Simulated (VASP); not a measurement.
# Fe (Im-3m) in VASP: further runs, part 2 of 2

VASP 6.6.1. The steps go on from the part before.

## 4. Relaxation of cell and atoms, RPBE+D3(BJ), collinear spin, ferromagnetic start

File INCAR:

```
SYSTEM = Fe
ALGO     = Normal         ! electronic algorithm
EDIFF    = 1E-6           ! SCF threshold, eV
EDIFFG   = -0.01          ! ionic threshold
ENCUT    = 600            ! plane-wave cutoff, eV
GGA      = RP             ! functional
IBRION   = 2              ! ionic algorithm
ISIF     = 3              ! what is computed and relaxed
ISMEAR   = -1             ! smearing method
ISPIN    = 2              ! spin polarisation
IVDW     = 12             ! dispersion correction
LASPH    = .True.         ! aspherical terms in the spheres
LCHARG   = .False.        ! write CHGCAR
LMAXMIX  = 4              ! l up to which the mixer works
LORBIT   = 11             ! projections on sites
LREAL    = .False.        ! projectors in reciprocal space
LWAVE    = .False.        ! write WAVECAR
MAGMOM   = 3              ! initial moments
NELM     = 150            ! most SCF steps
NSW      = 80             ! ionic steps
PREC     = Accurate       ! precision mode
SIGMA    = 0.05           ! smearing width, eV
```

File KPOINTS:

```
k-points
0
Gamma
  13 13 13
  0 0 0
```

File POSCAR:

```
Fe
1.0
   -1.4430000000      1.4430000000      1.4430000000
    1.4430000000     -1.4430000000      1.4430000000
    1.4430000000      1.4430000000     -1.4430000000
Fe
1
Direct
    0.0000000000      0.0000000000      0.0000000000
```

Potentials or basis: VASP PAW PBE potentials, release 64 (Fe).

The run is started by

```sh
$ cat potpaw_PBE.64/Fe/POTCAR > POTCAR
$ mpirun -np 1 vasp_std > vasp.out
```

OUTCAR:

```text
SYSTEM = Fe
   EDIFF = 1E-6
   EDIFFG = -0.01
   ENCUT = 600
   GGA = RP
   IBRION = 2
   ISIF = 3
   ISMEAR = -1
   ISPIN = 2
   IVDW = 12
   LASPH = .True.
   LORBIT = 11
   LREAL = .False.
   NELM = 150
   NSW = 80
   PREC = Accurate
 IVDW          = 12

 ion  position               nearest neighbor table
   1  0.000  0.000  0.000-

  LATTYP: Found a body centered cubic cell.
 ALAT       =     2.8860000000

  Lattice vectors:

 A1 = (  -1.4430000000,   1.4430000000,   1.4430000000)
 A2 = (   1.4430000000,  -1.4430000000,   1.4430000000)
 A3 = (   1.4430000000,   1.4430000000,  -1.4430000000)

Analysis of symmetry for initial positions (statically):
=====================================================================
 Subroutine PRICEL returns:
 Original cell was already a primitive cell.

 Routine SETGRP: Setting up the symmetry group for a
 body centered cubic supercell.

 Subroutine GETGRP returns: Found 48 space group operations
 (whereof 48 operations were pure point group operations)
 out of a pool of 48 trial point group operations.

The static configuration has the point symmetry O_h .

Analysis of symmetry for dynamics (positions and initial velocities):
=====================================================================
 Subroutine PRICEL returns:
 Original cell was already a primitive cell.

 Routine SETGRP: Setting up the symmetry group for a
 body centered cubic supercell.

[... 397 lines left out ...]

 number of electron       7.9999997 magnetization       2.0207069

 Free energy of the ion-electron system (eV)
  ---------------------------------------------------
  ext. energy  EPLUGINS =         0.00000000
  ---------------------------------------------------
  free energy    TOTEN  =        -7.63765708 eV

  energy without entropy =       -7.62993931  energy(sigma->0) =       -7.63379819

 E-fermi :   7.1501     XC(G=0): -13.6265

 val. band max:        7.1395672007   @ k =  -0.3846   0.4615   0.0769
 cond. band min:       7.1690175536   @ k =  -0.3077   0.3077   0.1538
 fundamental gap:      0.0294503530
 Fermi energy:         7.1500947919

 spin component 1

 k-point     1 :       0.0000    0.0000    0.0000
  band No.  band energies     occupation
      1      -1.9598      1.00000
      2       4.5644      1.00000
      3       4.5644      1.00000
      4       4.5644      1.00000
      5       5.9682      1.00000
      6       5.9682      1.00000
      7      33.0844      0.00000
      8      33.0844      0.00000
      9      33.0844      0.00000
     10      38.8794      0.00000
[... 287 lines left out ...]
 k-point    24 :       0.2308    0.0769    0.0769
  band No.  band energies     occupation
      1       1.6172      1.00000
      2       3.5887      1.00000
      3       4.0723      1.00000
      4       5.9258      1.00000
      5       6.1016      1.00000
      6       7.3912      0.00798
      7      21.6094      0.00000
      8      25.6239      0.00000
      9      28.2922      0.00000
     10      35.2336      0.00000

 [... further k-points ...]

 spin component 2

 k-point     1 :       0.0000    0.0000    0.0000
  band No.  band energies     occupation
      1      -1.8189      1.00000
      2       6.3245      1.00000
      3       6.3246      1.00000
      4       6.3246      1.00000
      5       8.6716      0.00000
      6       8.6718      0.00000
      7      32.8084      0.00000
      8      32.8084      0.00000
      9      32.8084      0.00000
     10      39.0639      0.00000
[... 331 lines left out ...]
  FREE ENERGIE OF THE ION-ELECTRON SYSTEM (eV)
  ---------------------------------------------------
  free  energy   TOTEN  =        -9.7139316086 eV

  energy  without entropy=       -9.7062138403  energy(sigma->0) =       -9.71007272

 reached required accuracy - stopping structural energy minimisation

 total charge

# of ion       s       p       d       tot
------------------------------------------
    1        0.534   0.641   6.326   7.500

 magnetization (x)

# of ion       s       p       d       tot
------------------------------------------
    1       -0.014  -0.063   2.078   2.001
```

OSZICAR:

```text
N       E                     dE             d eps       ncg     rms          rms(c)
DAV:   1     0.209575567772E+02    0.20958E+02   -0.43835E+03  3512   0.106E+03
DAV:   2    -0.796207427912E+01   -0.28920E+02   -0.26679E+02  3404   0.138E+02
[... 59 lines left out ...]
       N       E                     dE             d eps       ncg     rms          rms(c)
DAV:   1    -0.763844600930E+01    0.55847E-02   -0.16556E-02  3594   0.222E+00    0.275E-01
DAV:   2    -0.763771112313E+01    0.73489E-03   -0.66884E-03  3646   0.119E+00    0.229E-01
DAV:   3    -0.763766946730E+01    0.41656E-04   -0.31186E-04  3696   0.274E-01    0.927E-02
DAV:   4    -0.763766222481E+01    0.72425E-05   -0.53060E-06  3694   0.361E-02    0.205E-02
DAV:   5    -0.763765707681E+01    0.51480E-05   -0.90379E-06  3484   0.314E-02    0.376E-03
DAV:   6    -0.763765707798E+01   -0.11703E-08   -0.30017E-07  1696   0.502E-03
   7 F= -.97139316E+01 E0= -.97100727E+01  d E =-.556273E-04  mag=     2.0207
```

It took 52 s on 1 thread of Intel Xeon 6975P-C (Granite Rapids), shared host; peak memory 0.16 GiB.

Results:

| Property | Result |
| --- | --- |
| Free energy | -9.7139 eV |
| Relaxed volume | 10.25 Å³/atom |
| Relaxed cell | a = 2.370 Å, b = 2.370 Å, c = 2.370 Å, α = 109.47°, β = 109.47°, γ = 109.47° |
| Space group after relaxing (to 0.05 Å) | Im-3m (No. 229) |
| Energy gained by relaxing | 179.7 meV/atom |
| Ionic steps | 7 |
| Pressure after relaxing | 0.0 GPa |
| Band gap on the k mesh | zero (filled and empty bands overlap) |
| Net moment | 2.02 μB per cell |
| Site moments | Fe +2.00 μB |
| Valence electrons inside the program's atomic spheres | Fe 7.50 |
| Dispersion energy per atom | -2.076 eV |

The path:
```
step  energy change (eV)  largest force (eV/Å)  pressure (GPa)  volume (Å³)
   1              0.0000                0.0000          -26.63        12.02
   2              0.0210                0.0000           51.96         8.87
   3             -0.1796                0.0000           -0.95        10.29
   4             -0.1797                0.0000           -0.17        10.26
   5             -0.1797                0.0000            0.68        10.23
   6             -0.1796                0.0000           -0.75        10.29
   7             -0.1797                0.0000            0.03        10.25
```

Final structure:
```
Fe
1.0
    -1.36854    1.36854    1.36854
     1.36854   -1.36854    1.36854
     1.36854    1.36854   -1.36854
Fe
1
Direct
  0.00000 0.00000 0.00000
```

Caveat: the PAW data sets were made with another functional, which shifts forces and pressure a little; the volume moved by -15 % from the deposited cell, more than functionals usually miss; pairwise dispersion overbinds metals, which lowers pressure and volume.

## 5. Relaxation of cell and atoms, revPBE+D4, collinear spin, ferromagnetic start

File INCAR:

```
SYSTEM = Fe
ALGO = Normal
EDIFF = 1E-7
EDIFFG = -0.005
ENCUT = 600
GGA = RE
IBRION = 2
ISIF = 3
ISMEAR = -1
ISPIN = 2
IVDW = 13
LASPH = .True.
LCHARG = .False.
LMAXMIX = 4
LORBIT = 11
LREAL = .False.
LWAVE = .False.
MAGMOM = 3
NELM = 150
NSW = 80
PREC = Accurate
SIGMA = 0.05
```

KPOINTS is that of step 4.

POSCAR is that of step 4.

The run is started by

```sh
$ cat potpaw_PBE.64/Fe/POTCAR > POTCAR
$ mpirun -np 1 vasp_std > vasp.out
```

Wall time 72 s (1 thread of Intel Xeon 6975P-C (Granite Rapids), shared host); peak memory 0.15 GiB.

The run converged. Its results:

```yaml
Free_energy: -8.4485 eV
Relaxed_volume: 11.07 Å³/atom
Relaxed_cell: a = 2.432 Å, b = 2.432 Å, c = 2.432 Å, α = 109.47°, β = 109.47°, γ = 109.47°
Space_group_after_relaxing_to_0.05_Å: Im-3m (No. 229)
Energy_gained_by_relaxing: 41.6 meV/atom
Ionic_steps: 14
Pressure_after_relaxing: 0.0 GPa
Net_moment: 2.12 μB per cell
Site_moments: Fe +2.11 μB
Valence_electrons_inside_the_program's_atomic_spheres: Fe 7.32
Dispersion_energy_per_atom: -0.603 eV
```

The path:
```csv
step,energy change (eV),largest force (eV/Å),pressure (GPa),volume (Å³)
1,0.0000,0.0000,-11.99,12.02
2,-0.0224,0.0000,11.92,10.52
3,-0.0416,0.0000,0.11,11.06
4,-0.0416,0.0000,-0.26,11.08
5,-0.0416,0.0000,-0.23,11.08
6,-0.0416,0.0000,-0.20,11.08
7,-0.0416,0.0000,-0.22,11.08
8,-0.0416,0.0000,-0.21,11.08
9,-0.0416,0.0000,-0.19,11.08
10,-0.0416,0.0000,-0.16,11.08
11,-0.0416,0.0000,-0.18,11.08
12,-0.0416,0.0000,-0.15,11.08
13,-0.0416,0.0000,-0.12,11.07
14,-0.0416,0.0000,-0.02,11.07
```

Final structure:
```
Fe
1.0
    -1.40395    1.40395    1.40395
     1.40395   -1.40395    1.40395
     1.40395    1.40395   -1.40395
Fe
1
Direct
  0.00000 0.00000 0.00000
```

Levels at points of the mesh, in eV from the Fermi level:
Spin up:
```tsv
k point	band 2	band 3	band 4	band 5	band 6	band 7	band 8	band 9
(0.00, 0.00, 0.00)	-2.36	-2.36	-2.36	-1.12	-1.12	25.26	25.26	25.26
```
Spin down:
```
           k point  band 1  band 2  band 3  band 4  band 5  band 6
(0.00, 0.00, 0.00)   -8.45   -0.51   -0.51   -0.51    1.65    1.65
```

Caveat: the PAW data sets were made with another functional, which shifts forces and pressure a little; pairwise dispersion overbinds metals, which lowers pressure and volume.

## 6. The runs side by side

```csv
task,level,cell,cutoff (eV),smearing,gap on the mesh (eV),pressure (GPa),moment (μB),relaxed volume (Å³/atom)
single point,PBE,as given,520,gaussian 0.016 eV,none,-9.2,2.28,-
single point,PBE,as given,520,gaussian 0.02 eV,none,-9.5,2.28,-
relaxation of cell and atoms,RPBE+D3(BJ),relaxed,600,fermi-dirac 0.05 eV,none,0.0,2.02,10.25
relaxation of cell and atoms,revPBE+D4,relaxed,600,fermi-dirac 0.05 eV,none,0.0,2.12,11.07
```

Alike in all rows: potentials or basis VASP PAW PBE potentials, release 64 (Fe); spin collinear, ferromagnetic start; k mesh 13 × 13 × 13.

Caveats: the PAW data sets were made with another functional, which shifts forces and pressure a little (some runs); pairwise dispersion overbinds metals, which lowers pressure and volume (some runs); the volume moved by -15 % from the deposited cell, more than functionals usually miss (some runs).

Absolute energies hang on the potentials; compare differences alone.
